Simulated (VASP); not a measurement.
# SnTe (Fm-3m) in VASP: notebook

The runs below take SnTe through single point, with r2SCAN, HSE06.

Program: VASP 6.6.1. These are calculated values, not measurements. Logs are shortened: lines on timing, memory, paths and dates and some standing lists are left out, and cuts for length are marked.

## 1. The cell of the first run

The structure is cubic, space group Fm-3m (No. 225). Conventional cell: a = 6.634 Å, b = 6.634 Å, c = 6.634 Å, α = 90.00°, β = 90.00°, γ = 90.00°. Sn (site symmetry m-3m) has 6 Te at 3.32 Å within 4.4 Å. Te (site symmetry m-3m) has 6 Sn at 3.32 Å within 4.4 Å.

## 2. Single point, r2SCAN (strain +4.0%)

The input, POSCAR:

```
SnTe
1.0
    0.0000000000      3.3169035593      3.3169035593
    3.3169035593      0.0000000000      3.3169035593
    3.3169035593      3.3169035593      0.0000000000
Sn Te
1 1
Direct
    0.0000000000      0.0000000000      0.0000000000
    0.5000000000      0.5000000000      0.5000000000
```

The input, INCAR.step1:

```
PREC = Accurate ; ENCUT = 520
ISMEAR = 0 ; SIGMA = 0.01
LREAL = F ; LASPH = T
NELM = 60 ; NBANDS = 17
GGA = PE ; ALGO = Normal
EDIFF = 1E-4 ; LWAVE = T
LCHARG = F
```

The input, INCAR.step2:

```
PREC = Accurate ; ENCUT = 520
EDIFF = 1E-6 ; ISMEAR = 0
SIGMA = 0.01 ; LREAL = F
LASPH = T ; NELM = 60
ALGO = Normal ; ISIF = 2
LWAVE = F ; LCHARG = F
METAGGA = R2SCAN ; LMIXTAU = T
NBANDS = 17 ; ISTART = 1
```

The input, KPOINTS:

```
Automatic mesh
0
Gamma
  8 8 8
```

Potentials or basis: VASP PAW PBE potentials, release 64 (Sn_d, Te).

Launch:

```bash
> cat potpaw_PBE.64/Sn_d/POTCAR potpaw_PBE.64/Te/POTCAR > POTCAR
> cp INCAR.step1 INCAR
> mpirun -np 1 vasp_std > vasp.out
> cp INCAR.step2 INCAR
> mpirun -np 1 vasp_std > vasp.out
```

OUTCAR:

```text
PREC = Accurate
   ENCUT = 520
   EDIFF = 1E-6
   ISMEAR = 0
   LREAL = F
   LASPH = T
   NELM = 60
   ISIF = 2
   METAGGA = R2SCAN
   ISTART = 1

 ion  position               nearest neighbor table
   1  0.000  0.000  0.000-   2 3.32   2 3.32   2 3.32   2 3.32   2 3.32   2 3.32
   2  0.500  0.500  0.500-   1 3.32   1 3.32   1 3.32   1 3.32   1 3.32   1 3.32

  LATTYP: Found a face centered cubic cell.
 ALAT       =     6.6338071186

  Lattice vectors:

 A1 = (   0.0000000000,   3.3169035593,   3.3169035593)
 A2 = (   3.3169035593,   0.0000000000,   3.3169035593)
 A3 = (   3.3169035593,   3.3169035593,   0.0000000000)

Analysis of symmetry for initial positions (statically):
=====================================================================
 Subroutine PRICEL returns:
 Original cell was already a primitive cell.

 Routine SETGRP: Setting up the symmetry group for a
 face centered cubic supercell.

 Subroutine GETGRP returns: Found 48 space group operations
 (whereof 48 operations were pure point group operations)
 out of a pool of 48 trial point group operations.

The static configuration has the point symmetry O_h .

Analysis of symmetry for dynamics (positions and initial velocities):
=====================================================================
 Subroutine PRICEL returns:
 Original cell was already a primitive cell.

 Routine SETGRP: Setting up the symmetry group for a
 face centered cubic supercell.

 Subroutine GETGRP returns: Found 48 space group operations
 (whereof 48 operations were pure point group operations)
 out of a pool of 48 trial point group operations.

The dynamic configuration has the point symmetry O_h .

 Subroutine INISYM returns: Found 48 space group operations
 (whereof 48 operations are pure point group operations),
 and found     1 'primitive' translations

----------------------------------------------------------------------------------------

                                     Primitive cell

  volume of cell :      72.9841

  direct lattice vectors                    reciprocal lattice vectors
     0.000000000  3.316903559  3.316903559    -0.150743002  0.150743002  0.150743002
     3.316903559  0.000000000  3.316903559     0.150743002 -0.150743002  0.150743002
     3.316903559  3.316903559  0.000000000     0.150743002  0.150743002 -0.150743002

  length of vectors
     4.690809999  4.690809999  4.690809999     0.261094538  0.261094538  0.261094538
[... 79 lines left out ...]
   ENCUT  =  520.0 eV  38.22 Ry    6.18 a.u.   8.72  8.72  8.72*2*pi/ulx,y,z
   NELM   =     60;   NELMIN=  2; NELMDL=  0     # of ELM steps
   EDIFF  = 0.1E-05   stopping-criterion for ELM
   LREAL  =      F    real-space projection
   EDIFFG = 0.1E-04   stopping-criterion for IOM
   NSW    =      0    number of steps for IOM
   IBRION =     -1    ionic relax: 0-MD 1-quasi-New 2-CG
   NFREE  =      0    steps in history (QN), initial steepest desc. (CG)
   ISIF   =      2    stress and relaxation
   ISYM   =      2    0-nonsym 1-usesym 2-fastsym
   POTIM  = 0.5000    time-step for ionic-motion
   TEBEG  =    0.0;   TEEND  =   0.0 temperature during run
   PSTRESS=    0.0 pullay stress
   NELECT =      20.0000    total number of electrons
   NUPDOWN=      -1.0000    fix difference up-down
   EMIN   =  10.00;   EMAX   =-10.00  energy-range for DOS
   EFERMI =   0.00;   METHOD = LEGACY
   ISMEAR =     0;   SIGMA  =   0.01  broadening in eV -4-tet -1-fermi 0-gaus
   EFERMI_NEDOS =   21; number of points for ismear=-14 and -15
   IALGO  =     38    algorithm
   IMIX   =      4    mixing-type and parameters
     AMIX     =   0.40;   BMIX     =  1.00
     AMIX_MAG =   1.60;   BMIX_MAG =  1.00
  volume/ion in A,a.u.               =      36.49       246.26
  Fermi-wavevector in a.u.,A,eV,Ry     =   1.063348  2.009436 15.384223  1.130708
  Thomas-Fermi vector in A             =   2.198830
   LORBIT       =      0    0 simple, 1 ext, 2 COOP (PROOUT), +10 PAW based schemes
   METAGGA = R2SCAN    functional components
   LHFCALC =     F    Hartree Fock is set to
   AEXX    =    0.0000 exact exchange contribution
   IVDW    =     0    specifies the selected vdW correction
   LEPSILON=     F    determine dielectric tensor
   LRPA    =     F    only Hartree local field effects (RPA)
 non-spin polarized calculation
 Gauss-broadening in eV      SIGMA  =   0.01
  energy-cutoff  :      520.00
  volume of cell :       72.98
 maximum number of plane-waves:      1989
   NGX = 17   NGY = 17   NGZ = 17

 number of electron      20.0000000 magnetization

 Free energy of the ion-electron system (eV)
  ---------------------------------------------------
  ext. energy  EPLUGINS =         0.00000000
  ---------------------------------------------------
  free energy    TOTEN  =       -50.57050304 eV

  energy without entropy =      -50.57050304  energy(sigma->0) =      -50.57050304

 E-fermi :   5.0374     XC(G=0):  -9.3436

 val. band max:        4.9245824542   @ k =   0.5000   0.0000   0.0000
 cond. band min:       5.3819790547   @ k =   0.5000   0.0000   0.0000
 fundamental gap:      0.4573966005
 Fermi energy:         5.0374107222

 k-point     1 :       0.0000    0.0000    0.0000
  band No.  band energies     occupation
      1     -17.5544      2.00000
      2     -17.5544      2.00000
      3     -17.5522      2.00000
      4     -17.5522      2.00000
      5     -17.5522      2.00000
      6      -7.2063      2.00000
[... 457 lines left out ...]
      4     -17.5495      2.00000
      5     -17.5479      2.00000
      6      -6.0874      2.00000
[... 9 lines left out ...]
     16      14.6779      0.00000
     17      14.8729      0.00000

 [... further k-points ...]

------------------------ aborting loop because EDIFF is reached ----------------------------------------

  FORCE on cell =-STRESS in cart. coord.  units (eV):
  Direction    XX          YY          ZZ          XY          YZ          ZX
  --------------------------------------------------------------------------------------
  -------------------------------------------------------------------------------------
  Total       -1.8665142     -1.8665142     -1.8665142     -0.0000000      0.0000000     -0.0000000
  in kB      -40.9744709    -40.9744709    -40.9744709     -0.0000000      0.0000000     -0.0000000
  external PRESSURE =     -40.9744709 kB  Pullay stress =       0.0000000 kB

 VOLUME and BASIS-vectors are now :
 -----------------------------------------------------------------------------
  energy-cutoff  :      520.00
  volume of cell :       72.98
      direct lattice vectors                 reciprocal lattice vectors
     0.000000000  3.316903559  3.316903559    -0.150743002  0.150743002  0.150743002
     3.316903559  0.000000000  3.316903559     0.150743002 -0.150743002  0.150743002
     3.316903559  3.316903559  0.000000000     0.150743002  0.150743002 -0.150743002

 POSITION                                       TOTAL-FORCE (eV/Angst)
 -----------------------------------------------------------------------------------
      0.00000      0.00000      0.00000        -0.000000     -0.000000     -0.000000
      3.31690      3.31690      3.31690         0.000000      0.000000      0.000000
 -----------------------------------------------------------------------------------
    total drift:                               -0.000000      0.000000      0.000000

  FREE ENERGIE OF THE ION-ELECTRON SYSTEM (eV)
  ---------------------------------------------------
  free  energy   TOTEN  =       -50.5705030420 eV

  energy  without entropy=      -50.5705030420  energy(sigma->0) =      -50.57050304
```

It took 98 s on 1 thread of Intel Xeon Platinum 8488C (Sapphire Rapids), shared host; peak memory 0.23 GiB.

Results:

| Property | Result |
| --- | --- |
| Free energy | -50.5705 eV |
| Pressure | -4.1 GPa |
| Band gap on the k mesh | 0.46 eV |

Caveat: the cell differs from its parent crystal (strain +4.0%); the cell stands under tension; the PAW data sets were made with another functional, which shifts forces and pressure a little; spin-orbit coupling is left out, which moves the levels of the heavy elements. A k mesh can miss the band edges.

## 3. Single point, HSE06 (strain -3.0%)

The input, POSCAR:

```
SnTe
1.0
    0.0000000000      3.0936504351      3.0936504351
    3.0936504351      0.0000000000      3.0936504351
    3.0936504351      3.0936504351      0.0000000000
Sn Te
1 1
Direct
    0.0000000000      0.0000000000      0.0000000000
    0.5000000000      0.5000000000      0.5000000000
```

The input, INCAR.step1:

```
PREC = Accurate
ENCUT = 520
EDIFF = 1E-5
ISMEAR = -1
SIGMA = 0.02
LREAL = False
LASPH = True
NELM = 100
ALGO = Normal
ISIF = 2
LWAVE = True
LCHARG = False
GGA = PE
NBANDS = 17
```

The input, INCAR.step2:

```
PREC = Accurate
ENCUT = 520
EDIFF = 1E-7
ISMEAR = -1
SIGMA = 0.02
LREAL = False
LASPH = True
NELM = 100
ALGO = Normal
ISIF = 2
LWAVE = False
LCHARG = False
GGA = PE
LHFCALC = True
HFSCREEN = 0.2079
PRECFOCK = Normal
ISTART = 1
NBANDS = 17
```

The input, KPOINTS:

```
regular mesh
0
Gamma
  6 6 6
```

Potentials or basis: VASP PAW PBE potentials, release 64 (Sn_d, Te).

Launch:

```bash
> cat potpaw_PBE.64/Sn_d/POTCAR potpaw_PBE.64/Te/POTCAR > POTCAR
> cp INCAR.step1 INCAR
> mpirun -np 1 vasp_std > vasp.out
> cp INCAR.step2 INCAR
> mpirun -np 1 vasp_std > vasp.out
```

Wall time 63 min (1 thread of AMD EPYC 9R45 (Zen 5), shared host); peak memory 0.31 GiB.

Results (log left out):

| Quantity | Value |
| --- | --- |
| Free energy | -8.9741 eV |
| Pressure | 4.0 GPa |
| Band gap on the k mesh | 0.18 eV |

Levels at points of the mesh, in eV from the valence-band top:
```csv
k point,band 6,band 7,band 8,band 9,band 10,band 11,band 12,band 13,band 14,band 15
"(0.00, 0.00, 0.00)",-14.83,-4.94,-2.82,-2.82,-2.82,3.90,3.90,3.90,4.94,4.94
"(0.50, 0.00, 0.00)",-13.22,-9.82,-2.45,-2.45,0.00,0.18,0.32,0.32,8.46,9.47
"(0.50, 0.50, 0.00)",-12.82,-7.31,-6.92,-4.73,-4.73,2.07,5.79,5.79,7.52,9.69
```

Caveat: the cell differs from its parent crystal (strain -3.0%); the cell stands under pressure; the PAW data sets were made with another functional, which shifts forces and pressure a little; spin-orbit coupling is left out, which moves the levels of the heavy elements.
